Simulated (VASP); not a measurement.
Here is a VASP 6.6.1 calculation.

File INCAR:

```
ALGO     = Normal         # electronic algorithm
EDIFF    = 1E-6           # SCF threshold, eV
EDIFFG   = -0.005         # ionic threshold
ENCUT    = 600            # plane-wave cutoff, eV
GGA      = PS             # functional
IBRION   = 2              # ionic algorithm
ISIF     = 3              # what is computed and relaxed
ISMEAR   = 0              # smearing method
LASPH    = T              # aspherical terms in the spheres
LCHARG   = F              # write CHGCAR
LREAL    = F              # projectors in reciprocal space
LWAVE    = F              # write WAVECAR
NELM     = 60             # most SCF steps
NSW      = 100            # ionic steps
PREC     = Accurate       # precision mode
SIGMA    = 0.02           # smearing width, eV
```

The input KPOINTS:

```
k-points
0
Gamma
  8 8 8
```

Contents of POSCAR:

```
ZnS
1.0
    0.0000000000      2.6936828773      2.6936828773
    2.6936828773      0.0000000000      2.6936828773
    2.6936828773      2.6936828773      0.0000000000
Zn S
1 1
Direct
    0.0000000000      0.0000000000      0.0000000000
    0.2500000000      0.2500000000      0.2500000000
```

Potentials or basis: VASP PAW PBE potentials, release 64 (Zn, S).

The run is started by

```bash
$ cat potpaw_PBE.64/Zn/POTCAR potpaw_PBE.64/S/POTCAR > POTCAR
$ mpirun -np 1 vasp_std > vasp.out
```

(1) What does it give for the space group after relaxing (to 0.05 Å)?

(2) Predict the relaxed cell.

(3) Estimate the band gap on the k mesh.

Results:

(1) F-43m (No. 216).

(2) a = 3.791 Å, b = 3.791 Å, c = 3.791 Å, α = 60.00°, β = 60.00°, γ = 60.00°.

(3) 2.08 eV, direct.
